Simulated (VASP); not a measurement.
**NbCd3: single point with PBEsol**

Crystal: NbCd3.

```
Cd Nb
1.0
     4.15803    0.00000    0.00000
     0.00000    4.15803    0.00000
     0.00000    0.00000    4.15803
Cd Nb
3 1
Cartesian
  2.0790 2.0790 0.0000
  2.0790 0.0000 2.0790
  0.0000 2.0790 2.0790
  0.0000 0.0000 0.0000
```

| Item | Value |
| --- | --- |
| Program | VASP 6.6.1 |
| Task | single point |
| Functional | PBEsol |
| Potentials or basis | VASP PAW PBE potentials, release 64 (Cd, Nb_sv) |
| Cutoff | 520 eV |
| k mesh | 6 × 6 × 6 |
| Occupations | fermi-dirac, width 0.05 eV |
| Spin | no spin polarisation |

```yaml
Pressure: 7.4 GPa
Band_gap_on_the_k_mesh: zero (an odd number of electrons rules out a gap without spin polarisation)
```

Levels at points of the mesh, in eV from the Fermi level:
```
           k point  band 22  band 23  band 24  band 25  band 26  band 27
(0.00, 0.00, 0.00)    -0.94     0.14     0.14     0.14     1.36     1.36
(0.50, 0.00, 0.00)    -0.99    -0.99    -0.88     1.07     1.27     3.46
(0.50, 0.50, 0.00)    -3.23    -3.23    -0.37    -0.37     1.17     1.95
(0.50, 0.50, 0.50)    -2.44    -2.44    -1.30    -1.30    -1.30     1.60
```

Wall time 28 s on 1 thread of Intel(R) Xeon(R) Platinum 8488C (Sapphire Rapids) (shared host), peak memory 0.19 GiB.

Caveat: the cell stands under pressure; the PAW data sets were made with another functional, which shifts forces and pressure a little.
